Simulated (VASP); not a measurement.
A run of VASP 6.6.1:

File INCAR:

```
ALGO = Normal
EDIFF = 1E-6
EDIFFG = -0.04
ENCUT = 600
GGA = PE
IBRION = 2
ISIF = 3
ISMEAR = 0
LASPH = True
LCHARG = False
LREAL = False
LWAVE = False
NELM = 80
NSW = 90
PREC = Accurate
SIGMA = 0.1
```

File KPOINTS:

```
k-points
0
Gamma
  6 6 6
```

POSCAR

```
Cd2TeO3
1.0
    5.6695373692      0.0000000000      0.0000000000
   -2.8347686846      4.9099633894      0.0000000000
    0.0000000000      0.0000000000      3.2630653112
Cd Te O
2 1 3
Direct
    0.3333333333      0.6666666667      0.5000000000
    0.6666666667      0.3333333333      0.5000000000
    0.0000000000      0.0000000000      0.0000000000
    0.5000000000      0.0000000000      0.0000000000
    0.0000000000      0.5000000000      0.0000000000
    0.5000000000      0.5000000000      0.0000000000
```

Potentials or basis: VASP PAW PBE potentials, release 64 (Cd, Te, O).

Launch:

```console
$ cat potpaw_PBE.64/Cd/POTCAR potpaw_PBE.64/Te/POTCAR potpaw_PBE.64/O/POTCAR > POTCAR
$ mpirun -np 1 vasp_std > vasp.out
```

Hardware: 1 thread of AMD EPYC 7R13, with other jobs on the host.

Task: Estimate the wall time of this run.

Result: Wall time 9.9 min on 1 thread of AMD EPYC 7R13, with other jobs on the host, peak memory 0.28 GiB. Counts: scf iterations 49, k points 28, ion steps 5.
